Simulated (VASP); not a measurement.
# AgCl (P2_1/m) in VASP: notebook

The runs below take AgCl through single point, with LDA, PBEsol, PBE.

Everything below comes from runs of VASP 6.6.1. Logs are shortened: lines on timing, memory, paths and dates and some standing lists are left out, and cuts for length are marked.

### Step 1. The cell of the first run

The typed cell holds 4 atoms: a = 3.787 Å, b = 3.786 Å, c = 5.353 Å, α = 90.00°, β = 89.98°, γ = 90.00°.

### Step 2. Single point, LDA

Contents of INCAR:

```
PREC     = Accurate       # precision mode
ENCUT    = 520            # plane-wave cutoff, eV
EDIFF    = 1E-6           # SCF threshold, eV
ISMEAR   = -1             # smearing method
SIGMA    = 0.02           # smearing width, eV
LREAL    = F              # projectors in reciprocal space
LASPH    = T              # aspherical terms in the spheres
NELM     = 80             # most SCF steps
ALGO     = Normal         # electronic algorithm
ISIF     = 2              # what is computed and relaxed
LWAVE    = F              # write WAVECAR
LCHARG   = F              # write CHGCAR
NBANDS   = 26             # bands
```

Contents of KPOINTS:

```
Automatic mesh
0
Gamma
  6 6 4
```

Contents of POSCAR:

```
AgCl
1.0
    3.7823237380      0.0000000000      0.1874148582
    0.0000000000      3.7864386704      0.0000000000
   -0.2630009914      0.0000000000      5.3463002961
Ag Cl
2 2
Direct
    0.2501230185      0.2500000000      0.2500689177
    0.7498769815      0.7500000000      0.7499310823
    0.7500744677      0.7500000000      0.2499652156
    0.2499255323      0.2500000000      0.7500347844
```

Potentials or basis: VASP PAW LDA potentials, release 64 (Ag, Cl).

On the command line:

```console
> cat potpaw_LDA.64/Ag/POTCAR potpaw_LDA.64/Cl/POTCAR > POTCAR
> mpirun -np 1 vasp_std > vasp.out
```

OUTCAR:

```text
PREC = Accurate
   ENCUT = 520
   EDIFF = 1E-6
   ISMEAR = -1
   LREAL = F
   LASPH = T
   NELM = 80
   ISIF = 2

 ion  position               nearest neighbor table
   1  0.250  0.250  0.250-   4 2.68   4 2.68   3 2.68   3 2.68   3 2.68   3 2.68
   2  0.750  0.750  0.750-   3 2.68   3 2.68   4 2.68   4 2.68   4 2.68   4 2.68
   3  0.750  0.750  0.250-   2 2.68   2 2.68   1 2.68   1 2.68   1 2.68   1 2.68
   4  0.250  0.250  0.750-   1 2.68   1 2.68   2 2.68   2 2.68   2 2.68   2 2.68

  LATTYP: Found a simple monoclinic cell.
 ALAT       =     3.7869641123
 B/A-ratio  =     0.9998612498
 C/A-ratio  =     1.4134713568
 COS(beta)  =    -0.0003562387

  Lattice vectors:

 A1 = (   3.7823237380,   0.0000000000,   0.1874148582)
 A2 = (   0.0000000000,  -3.7864386704,   0.0000000000)
 A3 = (   0.2630009914,   0.0000000000,  -5.3463002961)

Analysis of symmetry for initial positions (statically):
=====================================================================
 Subroutine PRICEL returns:
 Original cell was already a primitive cell.

 Routine SETGRP: Setting up the symmetry group for a
 simple monoclinic supercell.

 Subroutine GETGRP returns: Found  4 space group operations
 (whereof  2 operations were pure point group operations)
 out of a pool of  4 trial point group operations.

The static configuration has the point symmetry S_2 .
 The point group associated with its full space group is C_2h.

Analysis of symmetry for dynamics (positions and initial velocities):
=====================================================================
 Subroutine PRICEL returns:
 Original cell was already a primitive cell.

 Routine SETGRP: Setting up the symmetry group for a
 simple monoclinic supercell.

 Subroutine GETGRP returns: Found  4 space group operations
 (whereof  2 operations were pure point group operations)
 out of a pool of  4 trial point group operations.

The dynamic configuration has the point symmetry S_2 .
 The point group associated with its full space group is C_2h.

 Subroutine INISYM returns: Found  4 space group operations
 (whereof  2 operations are pure point group operations),
 and found     1 'primitive' translations

----------------------------------------------------------------------------------------
[... 87 lines left out ...]
 SYSTEM =  unknown system
   PREC   = accura    normal or accurate (medium, high low for compatibility)
   ISTART =      0    job   : 0-new  1-cont  2-samecut
   ICHARG =      2    charge: 1-file 2-atom 10-const
   ISPIN  =      1    spin polarized calculation?
   LNONCOLLINEAR =      F non collinear calculations
   LSORBIT =      F    spin-orbit coupling
   LASPH  =      T    aspherical Exc in radial PAW
   ENCUT  =  520.0 eV  38.22 Ry    6.18 a.u.   7.04  7.04  9.95*2*pi/ulx,y,z
   NELM   =     80;   NELMIN=  2; NELMDL= -5     # of ELM steps
   EDIFF  = 0.1E-05   stopping-criterion for ELM
   LREAL  =      F    real-space projection
   EDIFFG = 0.1E-04   stopping-criterion for IOM
   NSW    =      0    number of steps for IOM
   IBRION =     -1    ionic relax: 0-MD 1-quasi-New 2-CG
   NFREE  =      0    steps in history (QN), initial steepest desc. (CG)
   ISIF   =      2    stress and relaxation
   ISYM   =      2    0-nonsym 1-usesym 2-fastsym
   POTIM  = 0.5000    time-step for ionic-motion
   TEBEG  =    0.0;   TEEND  =   0.0 temperature during run
   PSTRESS=    0.0 pullay stress
   NELECT =      36.0000    total number of electrons
   NUPDOWN=      -1.0000    fix difference up-down
   EMIN   =  10.00;   EMAX   =-10.00  energy-range for DOS
   EFERMI =   0.00;   METHOD = LEGACY
   ISMEAR =    -1;   SIGMA  =   0.02  broadening in eV -4-tet -1-fermi 0-gaus
   EFERMI_NEDOS =   21; number of points for ismear=-14 and -15
   IALGO  =     38    algorithm
   IMIX   =      4    mixing-type and parameters
     AMIX     =   0.40;   BMIX     =  1.00
     AMIX_MAG =   1.60;   BMIX_MAG =  1.00
  volume/ion in A,a.u.               =      19.19       129.49
  Fermi-wavevector in a.u.,A,eV,Ry     =   1.271966  2.403668 22.012839  1.617898
  Thomas-Fermi vector in A             =   2.404870
   LORBIT       =      0    0 simple, 1 ext, 2 COOP (PROOUT), +10 PAW based schemes
   GGA     = CA    functional components
   LHFCALC =     F    Hartree Fock is set to
   AEXX    =    0.0000 exact exchange contribution
   IVDW    =     0    specifies the selected vdW correction
   LEPSILON=     F    determine dielectric tensor
   LRPA    =     F    only Hartree local field effects (RPA)
 non-spin polarized calculation
  energy-cutoff  :      520.00
  volume of cell :       76.75
 maximum number of plane-waves:      2112
   NGX = 15   NGY = 15   NGZ = 19

 number of electron      35.9999975 magnetization

 Free energy of the ion-electron system (eV)
  ---------------------------------------------------
  ext. energy  EPLUGINS =         0.00000000
  ---------------------------------------------------
  free energy    TOTEN  =       -13.58545370 eV

  energy without entropy =      -13.58545370  energy(sigma->0) =      -13.58545370

 E-fermi :   5.3646     XC(G=0): -10.9793

 val. band max:        5.0169417997   @ k =   0.5000   0.0000   0.5000
 cond. band min:       5.6697567763   @ k =   0.0000   0.0000   0.0000
 fundamental gap:      0.6528149766
 Fermi energy:         5.3646318565

 k-point     1 :       0.0000    0.0000    0.0000
  band No.  band energies     occupation
      1     -10.7949      2.00000
      2     -10.1640      2.00000
      3      -0.1907      2.00000
      4       1.3551      2.00000
      5       1.3562      2.00000
      6       1.5601      2.00000
[... 685 lines left out ...]
     25      14.3946      0.00000
     26      14.4203      0.00000

 [... further k-points ...]
[... 5 lines left out ...]
  --------------------------------------------------------------------------------------
  -------------------------------------------------------------------------------------
  Total        0.0083894      0.0088835      0.0067231      0.0000000      0.0000000     -0.0007083
  in kB        0.1751228      0.1854368      0.1403405      0.0000000      0.0000000     -0.0147847
  external PRESSURE =       0.1669667 kB  Pullay stress =       0.0000000 kB

 VOLUME and BASIS-vectors are now :
 -----------------------------------------------------------------------------
  energy-cutoff  :      520.00
  volume of cell :       76.75
      direct lattice vectors                 reciprocal lattice vectors
     3.782323738  0.000000000  0.187414858     0.263744848  0.000000000  0.012974422
     0.000000000  3.786438670  0.000000000     0.000000000  0.264100409  0.000000000
    -0.263000991  0.000000000  5.346300296    -0.009245591  0.000000000  0.186590417

 POSITION                                       TOTAL-FORCE (eV/Angst)
 -----------------------------------------------------------------------------------
      0.88028      0.94661      1.38382        -0.000338      0.000000     -0.000549
      2.63904      2.83983      4.14989         0.000338     -0.000000      0.000549
      2.77128      2.83983      1.47696         0.000205     -0.000000     -0.000115
      0.74804      0.94661      4.05675        -0.000205     -0.000000      0.000115
 -----------------------------------------------------------------------------------
    total drift:                                0.000000      0.000000      0.000000

  FREE ENERGIE OF THE ION-ELECTRON SYSTEM (eV)
  ---------------------------------------------------
  free  energy   TOTEN  =       -13.5854537007 eV

  energy  without entropy=      -13.5854536984  energy(sigma->0) =      -13.58545370
```

OSZICAR:

```text
N       E                     dE             d eps       ncg     rms          rms(c)
DAV:   1     0.234382461128E+03    0.23438E+03   -0.17770E+04  2912   0.130E+03
DAV:   2    -0.172190583869E+01   -0.23610E+03   -0.22480E+03  3328   0.289E+02
DAV:   3    -0.137733691912E+02   -0.12051E+02   -0.11965E+02  3508   0.669E+01
DAV:   4    -0.138954882350E+02   -0.12212E+00   -0.12201E+00  3226   0.727E+00
DAV:   5    -0.138971122092E+02   -0.16240E-02   -0.16239E-02  3360   0.860E-01    0.121E+01
DAV:   6    -0.136012702722E+02    0.29584E+00   -0.61934E-01  3066   0.830E+00    0.790E+00
DAV:   7    -0.135911446805E+02    0.10126E-01   -0.20165E-01  2968   0.254E+00    0.214E+00
DAV:   8    -0.135856067895E+02    0.55379E-02   -0.12382E-02  3024   0.891E-01    0.370E-01
DAV:   9    -0.135854518196E+02    0.15497E-03   -0.32314E-03  3122   0.429E-01    0.590E-02
DAV:  10    -0.135854514115E+02    0.40809E-06   -0.60532E-05  3200   0.675E-02    0.254E-02
DAV:  11    -0.135854534985E+02   -0.20870E-05   -0.37203E-06  3014   0.161E-02    0.741E-03
DAV:  12    -0.135854537007E+02   -0.20216E-06   -0.48520E-07  1526   0.481E-03
   1 F= -.13585454E+02 E0= -.13585454E+02  d E =-.228680E-08
```

stdout:

```text
POSCAR found type information on POSCAR AgCl
 POSCAR found :  2 types and       4 ions
 scaLAPACK will be used
 LDA part: xc-table for (Slater(with rela. corr.)+CA(PZ))
 , standard interpolation
 POSCAR, INCAR and KPOINTS ok, starting setup
 FFT: planning ... GRIDC
 FFT: planning ... GRID_SOFT
 FFT: planning ... GRID
 WAVECAR not read
 entering main loop
```

Wall time 56 s (1 thread of AMD EPYC 9R45 (Zen 5), shared host); peak memory 0.18 GiB.

Results:

- Free energy: -13.5855 eV
- Pressure: 0.0 GPa
- Band gap on the k mesh: 0.65 eV

Levels at points of the mesh, in eV from the valence-band top:
```tsv
k point	band 15	band 16	band 17	band 18	band 19	band 20	band 21	band 22
(0.00, 0.00, 0.00)	-2.71	-2.36	-2.36	-2.19	0.65	1.93	7.71	8.75
(0.50, 0.00, 0.00)	-2.00	-2.00	-0.10	-0.10	5.00	5.00	5.72	5.72
(0.00, 0.50, 0.00)	-2.00	-2.00	-0.10	-0.10	5.00	5.00	5.72	5.72
(0.50, 0.50, 0.00)	-2.36	-2.36	-2.19	-2.19	1.93	1.93	7.71	7.71
(0.00, 0.00, 0.50)	-2.12	-2.12	-1.64	-1.63	3.47	3.47	7.14	7.15
(0.50, 0.00, 0.50)	0.00	0.00	0.00	0.00	3.67	3.67	6.95	6.95
(0.00, 0.50, 0.50)	0.00	0.00	0.00	0.00	3.67	3.67	6.95	6.95
(0.50, 0.50, 0.50)	-2.32	-2.32	-1.53	-1.53	4.17	4.17	7.70	7.70
```

### Step 3. Single point, PBEsol

This run uses another cell than the first one, of 20.21 Å³/atom, 1.053 times its volume.

Contents of INCAR:

```
SYSTEM = AgCl
PREC = Accurate ; ENCUT = 520
EDIFF = 1E-6 ; ISMEAR = -1
SIGMA = 0.02 ; LREAL = .FALSE.
LASPH = .TRUE. ; NELM = 60
ALGO = Normal ; ISIF = 2
LWAVE = .FALSE. ; LCHARG = .TRUE.
GGA = PS ; LELF = .TRUE.
LVHAR = .TRUE. ; NBANDS = 26
```

Contents of KPOINTS:

```
regular mesh
0
G
  6 6 4
  0 0 0
```

Contents of POSCAR:

```
AgCl
1.0
    3.8482842756      0.0000000000      0.1907076323
    0.0000000000      3.8524539904      0.0000000000
   -0.2675600118      0.0000000000      5.4396763491
Ag Cl
2 2
Direct
    0.2501381987      0.2500000000      0.2500467373
    0.7498618013      0.7500000000      0.7499532627
    0.7500733611      0.7500000000      0.2499809917
    0.2499266389      0.2500000000      0.7500190083
```

Potentials or basis: VASP PAW PBE potentials, release 64 (Ag, Cl).

On the command line:

```console
> cat potpaw_PBE.64/Ag/POTCAR potpaw_PBE.64/Cl/POTCAR > POTCAR
> mpirun -np 1 vasp_std > vasp.out
```

It took 67 s on 1 thread of AMD EPYC 9R45 (Zen 5), shared host; peak memory 0.21 GiB.

Results (log left out):

| Item | Value |
| --- | --- |
| Free energy | -12.1217 eV |
| Pressure | -0.1 GPa |
| Band gap on the k mesh | 0.72 eV |

Levels at points of the mesh, in eV from the valence-band top:
| k point | band 14 | band 15 | band 16 | band 17 | band 18 | band 19 | band 20 | band 21 | band 22 | band 23 |
| --- | --- | --- | --- | --- | --- | --- | --- | --- | --- | --- |
| (0.00, 0.00, 0.00) | -2.56 | -2.45 | -2.14 | -2.14 | -2.02 | 0.72 | 2.14 | 7.78 | 8.64 | 10.72 |
| (0.50, 0.00, 0.00) | -1.85 | -1.81 | -1.81 | -0.09 | -0.09 | 4.96 | 4.96 | 5.81 | 5.81 | 7.56 |
| (0.00, 0.50, 0.00) | -1.85 | -1.81 | -1.81 | -0.09 | -0.09 | 4.96 | 4.96 | 5.81 | 5.81 | 7.57 |
| (0.50, 0.50, 0.00) | -2.14 | -2.14 | -2.14 | -2.02 | -2.02 | 2.14 | 2.14 | 7.78 | 7.78 | 8.63 |
| (0.00, 0.00, 0.50) | -1.94 | -1.94 | -1.94 | -1.49 | -1.49 | 3.42 | 3.42 | 7.24 | 7.24 | 8.54 |
| (0.50, 0.00, 0.50) | -1.94 | 0.00 | 0.00 | 0.00 | 0.00 | 3.88 | 3.88 | 6.74 | 6.74 | 7.42 |
| (0.00, 0.50, 0.50) | -1.94 | 0.00 | 0.00 | 0.00 | 0.00 | 3.88 | 3.88 | 6.74 | 6.74 | 7.42 |
| (0.50, 0.50, 0.50) | -2.14 | -2.13 | -2.13 | -1.35 | -1.35 | 4.17 | 4.17 | 7.73 | 7.73 | 7.73 |

Caveat: the PAW data sets were made with another functional, which shifts forces and pressure a little. As with any semilocal functional, this PBEsol gap is likely too small.

[end of part 1 of 2]
